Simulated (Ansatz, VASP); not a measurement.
## AlH4 in VASP and in Ansatz

```
CELL_PARAMETERS angstrom
-1.73293 1.73293 3.39311
1.73293 -1.73293 3.39311
1.73293 1.73293 -3.39311
ATOMIC_POSITIONS crystal
Al 0.00000 0.00000 0.00000
H 0.23700 0.23700 0.00000
H 0.76300 0.76300 0.00000
H 0.50000 0.00000 0.50000
H 0.00000 0.50000 0.50000
```

Change from the starting cell: species swapped into the SnF4 type (I4/mmm, No. 139).

Alike in both runs: task relaxation of cell and atoms; functional PBE; k mesh 8 × 8 × 8; occupations gaussian, width 0.1 eV; no spin polarisation.

|  | VASP | Ansatz |
| --- | --- | --- |
| version | VASP 6.6.1 | Ansatz 0.2.0 |
| potentials or method | VASP PAW PBE potentials, release 64 (Al, H), cutoff 600 eV | scalar-relativistic, plane waves, PAW |
| valence electrons in the cell | 7 | 7 |

VASP gave:

* gap on the k mesh at the Fermi level, each at its own relaxed structure (eV): none
* relaxed volume (Å³/atom): 8.66
* relaxed cell length with the largest relative difference (Å): 4.286

Task: What did Ansatz give for the same quantities?

Result: gap on the k mesh at the Fermi level, each at its own relaxed structure (eV): none; relaxed volume (Å³/atom): 10.27; relaxed cell length with the largest relative difference (Å): 4.919.

A gap of «none» marks a metal or a gap that the smearing closes. One of these differences is far larger than is usual between the two programs; its cause wasn't traced.
